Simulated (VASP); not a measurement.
Ca7S7Br (a cell with a defect), 15 atoms in the cell. The cell holds a defect, 15 atoms: a = 7.967 Å, b = 7.967 Å, c = 7.967 Å, α = 60.00°, β = 60.00°, γ = 60.00°. 

* Program: VASP 6.6.1
* Task: single point
* Functional: PBEsol
* Potentials or basis: VASP PAW PBE potentials, release 64 (Br, S, Ca_sv)
* Cutoff: 520 eV
* k mesh: 1 × 1 × 1, shifted
* Occupations: fermi-dirac, width 0.05 eV
* Spin: collinear spin
* Starting moments: [0.1, 0.1, 0.1, 0.1, 0.1, 0.1, 0.0, 0.0, 0.1, 0.1, 0.1, 0.1, 0.1, 0.0, 0.0] μB
* Dipole correction: no
* Further INCAR settings: LREAL = Auto; ALGO = Normal; EDIFF = 1e-06; NBANDS = 76; ISYM = 0

Potentials or basis: VASP PAW PBE potentials, release 64 (Br, S, Ca_sv).

The run is started by

```console
$ cat potpaw_PBE.64/Br/POTCAR potpaw_PBE.64/S/POTCAR potpaw_PBE.64/Ca_sv/POTCAR > POTCAR
$ mpirun -np 1 vasp_std > vasp.out
```

Hardware: 1 thread of Intel Xeon 8259CL, on a shared host.

Q: How long does it take, and how much memory?

A: It took 11 min on 1 thread of Intel Xeon 8259CL, on a shared host, peak memory 0.71 GiB. Counts: scf iterations 17, k points 4.
